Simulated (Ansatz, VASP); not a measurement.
This is a calculation of CuI for Ansatz 0.2.0.

The input input.yaml:

```yaml
crystal:
  lattice:
    - [0.0, 3.0315, 3.0315]
    - [3.0315, 0.0, 3.0315]
    - [3.0315, 3.0315, 0.0]
  atoms:
    - { symbol: I, position: [0.0, 0.0, 0.0] }
    - { symbol: Cu, position: [0.75, 0.75, 0.75] }
kpoints:
  mp_grid: { grid: [5, 5, 5] }
scf:
  occupations: { method: fermi_dirac, width: 0.03 }
hamiltonian:
  xc: pbe
  pseudopotentials: { kind: all_electron, lapw: { basis_error: 0.003 } }
output:
  forces: true
  stress: true
  eigenvalues: true
```

Potentials or basis: all-electron LAPW, scalar-relativistic.

Run with:

```bash
$ ansatz run input.yaml --threads 1 --pin off --max-ram 3072MiB --backend cpu --events-out ev --progress --plain --runs-dir out
```

Translate it to VASP 6.6.1. Potentials there: VASP PAW PBE potentials, release 64 (I, Cu).

As run (the cutoff follows the program's own potentials):

The input INCAR:

```
  ALGO = Normal
  EDIFF = 1E-6
  ENCUT = 520
  GGA = PE
  ISIF = 2
  ISMEAR = -1
  LASPH = T
  LCHARG = T
  LELF = T
  LREAL = F
  LVHAR = T
  LWAVE = F
  NBANDS = 16
  NELM = 100
  PREC = Accurate
  SIGMA = 0.03
```

Contents of KPOINTS:

```
k-points
0
Gamma
  5 5 5
```

Contents of POSCAR:

```
CuI
1.0
    0.0000000000      3.0315000000      3.0315000000
    3.0315000000      0.0000000000      3.0315000000
    3.0315000000      3.0315000000      0.0000000000
I Cu
1 1
Direct
    0.0000000000      0.0000000000      0.0000000000
    0.7500000000      0.7500000000      0.7500000000
```

Potentials or basis: VASP PAW PBE potentials, release 64 (I, Cu).

The run is started by

```sh
$ cat potpaw_PBE.64/I/POTCAR potpaw_PBE.64/Cu/POTCAR > POTCAR
$ mpirun -np 1 vasp_std > vasp.out
```

Both were run:

|  | VASP | Ansatz | Ansatz less VASP |
| --- | --- | --- | --- |
| gap on the k mesh at the Fermi level (eV) | 1.14 | 1.12 | -0.022 |
| least direct gap on the mesh (eV) | 1.14 | 1.12 | -0.022 |
| pressure (GPa) | 0.5 | 0.4 | -0.08 |

Ansatz ran all-electron here, and VASP with PAW potentials.

Neither program's run includes spin-orbit coupling.
